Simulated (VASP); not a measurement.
The system is RbBr.

```xyz
2
Lattice="0.0000 3.4721 3.4721 3.4721 0.0000 3.4721 3.4721 3.4721 0.0000" Properties=species:S:1:pos:R:3 pbc="T T T"
Rb    0.0000    0.0000    0.0000
Br    3.4721    3.4721    3.4721
```

Base run:

| Property | Result |
| --- | --- |
| Program | VASP 6.6.1 |
| Functional | r2SCAN |
| Potentials or basis | VASP PAW PBE potentials, release 64 (Rb_sv, Br) |
| Cutoff | 520 eV |
| k mesh | 7 × 7 × 7 |
| Occupations | fermi-dirac, width 0.05 eV |
| Spin | no spin polarisation |

Its results: band gap on the k mesh 4.87 eV; pressure -0.1 GPa.

Q: The run is repeated on the same cell with these changes: functional from r2SCAN to HSE06; k mesh from 7 × 7 × 7 to 4 × 4 × 4. What comes out?

A: Band gap on the k mesh 5.42 eV; pressure 0.2 GPa.

Several settings changed at once.

Caveats: the PAW data sets were made with another functional, which shifts forces and pressure a little; an odd mesh through Γ misses points on the zone boundary, where band edges can lie (at least some runs).
